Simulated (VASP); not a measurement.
# TaN (P6_3mc) in VASP: notebook

Runs on TaN. Level: r2SCAN. Tasks: single point.

All numbers are computed with VASP 6.6.1; they aren't measurements. Logs are shortened: lines on timing, memory, paths and dates and some standing lists are left out, and cuts for length are marked.

### Step 1. The cell of the first run

It takes space group P6_3mc (No. 186, hexagonal). Conventional cell: a = 3.001 Å, b = 3.001 Å, c = 6.022 Å, α = 90.00°, β = 90.00°, γ = 120.00°. Within 2.5 Å of Ta (site symmetry 3m) lie 4 N at 1.92 to 2.05 Å. N (site symmetry 3m) has 4 Ta at 1.92 to 2.05 Å within 2.5 Å.

### Step 2. Single point, r2SCAN

POSCAR reads:

```
TaN
1.0
    3.0008202620      0.0000000000      0.0000000000
   -1.5004101310      2.5987865791      0.0000000000
    0.0000000000      0.0000000000      6.0217649576
Ta N
2 2
Direct
    0.3333333333      0.6666666667      0.0334411652
    0.6666666667      0.3333333333      0.5334411652
    0.3333333333      0.6666666667      0.3515588348
    0.6666666667      0.3333333333      0.8515588348
```

INCAR.step1 reads:

```
SYSTEM = TaN
PREC = Accurate
ENCUT = 520
ISMEAR = -1
SIGMA = 0.05
LREAL = .False.
LASPH = .True.
NELM = 60
NBANDS = 24
GGA = PE
ALGO = Normal
EDIFF = 1E-4
LWAVE = .True.
LCHARG = .False.
```

INCAR.step2 reads:

```
SYSTEM = TaN
PREC = Accurate
ENCUT = 520
EDIFF = 1E-6
ISMEAR = -1
SIGMA = 0.05
LREAL = .False.
LASPH = .True.
NELM = 60
ALGO = Normal
ISIF = 2
LWAVE = .False.
LCHARG = .False.
METAGGA = R2SCAN
LMIXTAU = .True.
NBANDS = 24
ISTART = 1
```

KPOINTS reads:

```
regular mesh
0
Gamma
  10 10 6
  0 0 0
```

Potentials or basis: VASP PAW PBE potentials, release 64 (Ta_pv, N).

Started as:

```console
> cat potpaw_PBE.64/Ta_pv/POTCAR potpaw_PBE.64/N/POTCAR > POTCAR
> cp INCAR.step1 INCAR
> mpirun -np 1 vasp_std > vasp.out
> cp INCAR.step2 INCAR
> mpirun -np 1 vasp_std > vasp.out
```

OUTCAR:

```text
SYSTEM = TaN
   PREC = Accurate
   ENCUT = 520
   EDIFF = 1E-6
   ISMEAR = -1
   LREAL = .False.
   LASPH = .True.
   NELM = 60
   ISIF = 2
   METAGGA = R2SCAN
   ISTART = 1

 ion  position               nearest neighbor table
   1  0.333  0.667  0.033-   3 1.92   4 2.05   4 2.05   4 2.05   2 3.47   2 3.47   2 3.47   2 3.47
                             2 3.47   2 3.47
   2  0.667  0.333  0.533-   4 1.92   3 2.05   3 2.05   3 2.05   1 3.47   1 3.47   1 3.47   1 3.47
                             1 3.47   1 3.47
   3  0.333  0.667  0.352-   1 1.92   2 2.05   2 2.05   2 2.05
   4  0.667  0.333  0.852-   2 1.92   1 2.05   1 2.05   1 2.05

  LATTYP: Found a hexagonal cell.
 ALAT       =     3.0008202620
 C/A-ratio  =     2.0067063109

  Lattice vectors:

 A1 = (   3.0008202620,   0.0000000000,   0.0000000000)
 A2 = (  -1.5004101310,   2.5987865791,   0.0000000000)
 A3 = (   0.0000000000,   0.0000000000,   6.0217649576)

Analysis of symmetry for initial positions (statically):
=====================================================================
 Subroutine PRICEL returns:
 Original cell was already a primitive cell.

 Routine SETGRP: Setting up the symmetry group for a
 hexagonal supercell.

 Subroutine GETGRP returns: Found 12 space group operations
 (whereof  6 operations were pure point group operations)
 out of a pool of 24 trial point group operations.

The static configuration has the point symmetry C_3v.
 The point group associated with its full space group is C_6v.

Analysis of symmetry for dynamics (positions and initial velocities):
=====================================================================
 Subroutine PRICEL returns:
 Original cell was already a primitive cell.

 Routine SETGRP: Setting up the symmetry group for a
 hexagonal supercell.

 Subroutine GETGRP returns: Found 12 space group operations
 (whereof  6 operations were pure point group operations)
 out of a pool of 24 trial point group operations.

The dynamic configuration has the point symmetry C_3v.
 The point group associated with its full space group is C_6v.

 Subroutine INISYM returns: Found 12 space group operations
 (whereof  6 operations are pure point group operations),
 and found     1 'primitive' translations

----------------------------------------------------------------------------------------

                                     Primitive cell

  volume of cell :      46.9607

  direct lattice vectors                    reciprocal lattice vectors
     3.000820262  0.000000000  0.000000000     0.333242218  0.192397484  0.000000000
    -1.500410131  2.598786579  0.000000000     0.000000000  0.384794969  0.000000000
     0.000000000  0.000000000  6.021764958     0.000000000  0.000000000  0.166064270

  length of vectors
     3.000820262  3.000820262  6.021764958     0.384794969  0.384794969  0.166064270

  position of ions in fractional coordinates (direct lattice)
     0.333333333  0.666666667  0.033441165
     0.666666667  0.333333333  0.533441165
     0.333333333  0.666666667  0.351558835
     0.666666667  0.333333333  0.851558835

  ion indices of the primitive-cell ions
   primitive index   ion index
                 1           1
                 2           2
                 3           3
                 4           4

----------------------------------------------------------------------------------------

 KPOINTS: regular mesh

Automatic generation of k-mesh.
 Grid dimensions read from file:
 generate k-points for:   10   10    6

 Generating k-lattice:

  Cartesian coordinates                     Fractional coordinates (reciprocal lattice)
     0.033324222  0.019239748  0.000000000     0.100000000  0.000000000  0.000000000
     0.000000000  0.038479497  0.000000000     0.000000000  0.100000000  0.000000000
     0.000000000  0.000000000  0.027677378     0.000000000  0.000000000  0.166666667

  Length of vectors
     0.038479497  0.038479497  0.027677378

  Shift w.r.t. Gamma in fractional coordinates (k-lattice)
     0.000000000  0.000000000  0.000000000

 Subroutine IBZKPT returns following result:
 ===========================================

 Found     56 irreducible k-points:

 Following reciprocal coordinates:
            Coordinates               Weight
  0.000000  0.000000  0.000000      1.000000
  0.100000  0.000000  0.000000      6.000000
  0.200000  0.000000  0.000000      6.000000
  0.300000 -0.000000  0.000000      6.000000
  0.400000  0.000000  0.000000      6.000000
  0.500000  0.000000  0.000000      3.000000
[... 16 lines left out ...]
  0.300000  0.100000  0.166667     24.000000
  0.400000  0.100000  0.166667     24.000000
 [... further k-points ...]
   k-points           NKPTS =     56   k-points in BZ     NKDIM =     56   number of bands    NBANDS=     24
   number of dos      NEDOS =    301   number of ions     NIONS =      4
   total plane-waves  NPLWV =  27648
   dimension x,y,z NGX =    24 NGY =   24 NGZ =   48
   dimension x,y,z NGXF=    48 NGYF=   48 NGZF=   96
   ions per type =               2   2
   NGX,Y,Z   is equivalent  to a cutoff of  13.30, 13.30, 13.25 a.u.
   NGXF,Y,Z  is equivalent  to a cutoff of  26.59, 26.59, 26.50 a.u.
 SYSTEM =  TaN
   PREC   = accura    normal or accurate (medium, high low for compatibility)
   ISTART =      1    job   : 0-new  1-cont  2-samecut
   ICHARG =      0    charge: 1-file 2-atom 10-const
   ISPIN  =      1    spin polarized calculation?
   LNONCOLLINEAR =      F non collinear calculations
   LSORBIT =      F    spin-orbit coupling
   LASPH  =      T    aspherical Exc in radial PAW
   ENCUT  =  520.0 eV  38.22 Ry    6.18 a.u.   5.58  5.58 11.20*2*pi/ulx,y,z
   NELM   =     60;   NELMIN=  2; NELMDL=  0     # of ELM steps
   EDIFF  = 0.1E-05   stopping-criterion for ELM
   LREAL  =      F    real-space projection
   EDIFFG = 0.1E-04   stopping-criterion for IOM
   NSW    =      0    number of steps for IOM
   IBRION =     -1    ionic relax: 0-MD 1-quasi-New 2-CG
   NFREE  =      0    steps in history (QN), initial steepest desc. (CG)
   ISIF   =      2    stress and relaxation
   ISYM   =      2    0-nonsym 1-usesym 2-fastsym
   POTIM  = 0.5000    time-step for ionic-motion
   TEBEG  =    0.0;   TEEND  =   0.0 temperature during run
   PSTRESS=    0.0 pullay stress
   NELECT =      32.0000    total number of electrons
   NUPDOWN=      -1.0000    fix difference up-down
   EMIN   =  10.00;   EMAX   =-10.00  energy-range for DOS
   EFERMI =   0.00;   METHOD = LEGACY
   ISMEAR =    -1;   SIGMA  =   0.05  broadening in eV -4-tet -1-fermi 0-gaus
   EFERMI_NEDOS =   21; number of points for ismear=-14 and -15
   IALGO  =     38    algorithm
   IMIX   =      4    mixing-type and parameters
     AMIX     =   0.40;   BMIX     =  1.00
     AMIX_MAG =   1.60;   BMIX_MAG =  1.00
  volume/ion in A,a.u.               =      11.74        79.23
  Fermi-wavevector in a.u.,A,eV,Ry     =   1.440611  2.722360 28.236983  2.075360
  Thomas-Fermi vector in A             =   2.559336
   LORBIT       =      0    0 simple, 1 ext, 2 COOP (PROOUT), +10 PAW based schemes
   METAGGA = R2SCAN    functional components
   LHFCALC =     F    Hartree Fock is set to
   AEXX    =    0.0000 exact exchange contribution
   IVDW    =     0    specifies the selected vdW correction
   LEPSILON=     F    determine dielectric tensor
   LRPA    =     F    only Hartree local field effects (RPA)
 non-spin polarized calculation
  energy-cutoff  :      520.00
  volume of cell :       46.96
 maximum number of plane-waves:      1288
 NGX is ok and might be reduce to    24
   NGX = 11   NGY = 11   NGZ = 23

 number of electron      31.9999997 magnetization

 Free energy of the ion-electron system (eV)
  ---------------------------------------------------
  ext. energy  EPLUGINS =         0.00000000
  ---------------------------------------------------
  free energy    TOTEN  =      -118.64273439 eV

  energy without entropy =     -118.63663229  energy(sigma->0) =     -118.63968334

 E-fermi :   7.4732     XC(G=0): -13.6273

 val. band max:        7.4717108452   @ k =   0.1000   0.0000   0.3333
 cond. band min:       7.5158083194   @ k =   0.3000   0.3000   0.0000
 fundamental gap:      0.0440974742
 Fermi energy:         7.4732260990

 k-point     1 :       0.0000    0.0000    0.0000
  band No.  band energies     occupation
      1     -29.4376      2.00000
      2     -28.9347      2.00000
      3     -28.5055      2.00000
      4     -28.5055      2.00000
      5     -28.4680      2.00000
      6     -28.4680      2.00000
[... 16 lines left out ...]
     23      13.6988      0.00000
     24      14.9935      0.00000

 k-point     2 :       0.1000    0.0000    0.0000
  band No.  band energies     occupation
      1     -29.4130      2.00000
      2     -28.9305      2.00000
      3     -28.5955      2.00000
      4     -28.5616      2.00000
      5     -28.5268      2.00000
      6     -28.4863      2.00000
[... 16 lines left out ...]
     23      14.4490      0.00000
     24      14.6028      0.00000

 k-point     3 :       0.2000    0.0000    0.0000
  band No.  band energies     occupation
      1     -29.3477      2.00000
      2     -28.9241      2.00000
      3     -28.8241      2.00000
      4     -28.7964      2.00000
      5     -28.5818      2.00000
      6     -28.5344      2.00000
[... 16 lines left out ...]
     23      14.2367      0.00000
     24      15.6428      0.00000

 k-point     4 :       0.3000   -0.0000    0.0000
  band No.  band energies     occupation
      1     -29.2774      2.00000
      2     -29.0967      2.00000
      3     -29.0645      2.00000
      4     -28.9131      2.00000
      5     -28.6483      2.00000
      6     -28.5938      2.00000
[... 16 lines left out ...]
     23      14.1935      0.00000
     24      15.8936      0.00000

 k-point     5 :       0.4000    0.0000    0.0000
  band No.  band energies     occupation
      1     -29.3592      2.00000
      2     -29.3014      2.00000
      3     -29.1198      2.00000
      4     -28.9247      2.00000
      5     -28.7012      2.00000
      6     -28.6416      2.00000
[... 451 lines left out ...]
 k-point    22 :       0.2000    0.1000    0.1667
  band No.  band energies     occupation
      1     -29.2771      2.00000
      2     -29.0106      2.00000
      3     -28.9616      2.00000
      4     -28.9049      2.00000
      5     -28.6419      2.00000
      6     -28.6027      2.00000
[... 16 lines left out ...]
     23      14.1858      0.00000
     24      15.4850      0.00000

 k-point    23 :       0.3000    0.1000    0.1667
  band No.  band energies     occupation
      1     -29.2838      2.00000
      2     -29.2160      2.00000
      3     -29.0980      2.00000
      4     -28.9275      2.00000
      5     -28.7192      2.00000
      6     -28.6724      2.00000
[... 16 lines left out ...]
     23      14.7159      0.00000
     24      14.9814      0.00000

 k-point    24 :       0.4000    0.1000    0.1667
  band No.  band energies     occupation
      1     -29.3902      2.00000
      2     -29.3455      2.00000
      3     -29.0700      2.00000
      4     -28.9405      2.00000
      5     -28.7662      2.00000
      6     -28.7151      2.00000
[... 16 lines left out ...]
     23      13.7473      0.00000
     24      14.7416      0.00000

 [... further k-points ...]
[... 5 lines left out ...]
  --------------------------------------------------------------------------------------
  -------------------------------------------------------------------------------------
  Total        9.2268097      9.2268097      9.5587388     -0.0000000      0.0000000      0.0000000
  in kB      314.7949440    314.7949440    326.1195091     -0.0000000      0.0000000      0.0000000
  external PRESSURE =     318.5697990 kB  Pullay stress =       0.0000000 kB

 VOLUME and BASIS-vectors are now :
 -----------------------------------------------------------------------------
  energy-cutoff  :      520.00
  volume of cell :       46.96
      direct lattice vectors                 reciprocal lattice vectors
     3.000820262  0.000000000  0.000000000     0.333242218  0.192397484  0.000000000
    -1.500410131  2.598786579  0.000000000     0.000000000  0.384794969  0.000000000
     0.000000000  0.000000000  6.021764958     0.000000000  0.000000000  0.166064270

 POSITION                                       TOTAL-FORCE (eV/Angst)
 -----------------------------------------------------------------------------------
     -0.00000      1.73252      0.20137        -0.000000     -0.000000     -0.045006
      1.50041      0.86626      3.21226         0.000000      0.000000     -0.045006
     -0.00000      1.73252      2.11700         0.000000     -0.000000      0.045006
      1.50041      0.86626      5.12789        -0.000000      0.000000      0.045006
 -----------------------------------------------------------------------------------
    total drift:                               -0.000000      0.000000      0.001774

  FREE ENERGIE OF THE ION-ELECTRON SYSTEM (eV)
  ---------------------------------------------------
  free  energy   TOTEN  =      -118.6427343859 eV

  energy  without entropy=     -118.6366322899  energy(sigma->0) =     -118.63968334
```

It took 2.4 min on 1 thread of Intel Xeon Platinum 8488C (Sapphire Rapids), shared host; peak memory 0.21 GiB.

Results:

```
Free energy            : -118.6427 eV
Pressure               : 31.9 GPa
Largest force          : 0.045 eV/Å
Band gap on the k mesh : zero (band 16 reaches 7.47 eV, above the bottom of band 17 at 7.40 eV)
```

Forces on the atoms (eV/Å):
```
Ta   0.000  0.000 -0.045
Ta   0.000  0.000 -0.045
N    0.000  0.000  0.045
N    0.000  0.000  0.045
```

Caveat: the PAW data sets were made with another functional, which shifts forces and pressure a little; spin-orbit coupling is left out, which moves the levels of the heavy elements.

### Step 3. Single point, r2SCAN

This run uses another cell than the first one, of 12.09 Å³/atom, 1.030 times its volume.

POSCAR reads:

```
TaN
1.0
    3.0411249316      0.0000000000      0.0000000000
   -1.5205624658      2.6336914469      0.0000000000
    0.0000000000      0.0000000000      6.0365769366
Ta N
2 2
Direct
    0.3333333333      0.6666666667      0.0326517386
    0.6666666667      0.3333333333      0.5326517386
    0.3333333333      0.6666666667      0.3523482614
    0.6666666667      0.3333333333      0.8523482614
```

INCAR.step1 reads:

```
SYSTEM = TaN
ALGO = Normal ; EDIFF = 1E-4
ENCUT = 520 ; GGA = PE
ISMEAR = -1 ; LASPH = .TRUE.
LCHARG = .FALSE. ; LREAL = .FALSE.
LWAVE = .TRUE. ; NBANDS = 24
NELM = 80 ; PREC = Accurate
SIGMA = 0.05
```

INCAR.step2 reads:

```
SYSTEM = TaN
ALGO = Normal ; EDIFF = 1E-6
ENCUT = 520 ; ISIF = 2
ISMEAR = -1 ; ISTART = 1
LASPH = .TRUE. ; LCHARG = .FALSE.
LMIXTAU = .TRUE. ; LREAL = .FALSE.
LWAVE = .FALSE. ; METAGGA = R2SCAN
NBANDS = 24 ; NELM = 80
PREC = Accurate ; SIGMA = 0.05
```

KPOINTS reads:

```
k-points
0
G
  10 10 6
  0 0 0
```

Potentials or basis: VASP PAW PBE potentials, release 64 (Ta_pv, N).

Started as:

```console
> cat potpaw_PBE.64/Ta_pv/POTCAR potpaw_PBE.64/N/POTCAR > POTCAR
> cp INCAR.step1 INCAR
> mpirun -np 1 vasp_std > vasp.out
> cp INCAR.step2 INCAR
> mpirun -np 1 vasp_std > vasp.out
```

Wall time 2.1 min (1 thread of Intel Xeon Platinum 8488C (Sapphire Rapids), shared host); peak memory 0.2 GiB.

It converged, with:

```yaml
Free_energy: -118.8737 eV
Pressure: 21.6 GPa
Largest_force: 0.048 eV/Å
Band_gap_on_the_k_mesh: zero (band 16 reaches 7.24 eV, above the bottom of band 17 at 7.10 eV)
```

Forces on the atoms (eV/Å):
```
Ta   0.000  0.000 -0.048
Ta   0.000  0.000 -0.048
N    0.000  0.000  0.048
N    0.000  0.000  0.048
```

Stress tensor (GPa, compression positive):
```
21.27  0.00  0.00
 0.00 21.27  0.00
 0.00  0.00 22.33
```

Levels at points of the mesh, in eV from the Fermi level:
```
           k point  band 13  band 14  band 15  band 16  band 17  band 18  band 19  band 20
(0.00, 0.00, 0.00)    -4.88    -4.88    -1.01    -0.77     0.28     0.28     2.65     2.65
(0.50, 0.00, 0.00)    -5.18    -3.99    -2.71    -0.58     1.30     2.64     3.08     4.19
(0.00, 0.00, 0.50)    -5.42    -5.42     0.03     0.03     1.16     1.16     1.16     1.16
(0.50, 0.00, 0.50)    -5.24    -5.24    -1.19    -1.19     1.76     1.76     4.04     4.04
```

Caveat: the PAW data sets were made with another functional, which shifts forces and pressure a little; spin-orbit coupling is left out, which moves the levels of the heavy elements.

(Part 1 of 2 ends here.)
